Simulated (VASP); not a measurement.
Ti2C, 3 atoms in the cell. The structure is trigonal, space group R-3m (No. 166). The conventional cell has a = 2.931 Å, b = 2.931 Å, c = 15.464 Å, α = 90.00°, β = 90.00°, γ = 120.00°. Ti (site symmetry 3m) has 3 C at 2.09 Å within 2.8 Å. Within 2.8 Å of C (site symmetry -3m) lie 6 Ti at 2.09 Å.  This cell differs from its parent crystal: strain -0.040 along x and y, +0.080 along z.

```yaml
Program: VASP 6.6.1
Task: single point
Functional: PBEsol
Potentials_or_basis: VASP PAW PBE potentials, release 64 (Ti_sv, C)
Cutoff: 520 eV
k_mesh: 18 × 18 × 18
Occupations: gaussian, width 0.15 eV
Spin: no spin polarisation
Dipole_correction: no
Further_INCAR_settings: ALGO = Normal; EDIFF = 1e-06; NBANDS = 21
```

Potentials or basis: VASP PAW PBE potentials, release 64 (Ti_sv, C).

The run is started by

```bash
$ cat potpaw_PBE.64/Ti_sv/POTCAR potpaw_PBE.64/C/POTCAR > POTCAR
$ mpirun -np 1 vasp_std > vasp.out
```

Hardware: 1 thread of Intel Xeon 8259CL, on a shared host.

**Question.** How long does it take, and how much memory?

**Answer.** Wall time 32 min on 1 thread of Intel Xeon 8259CL, on a shared host, peak memory 0.57 GiB. Counts: scf iterations 14, k points 580.
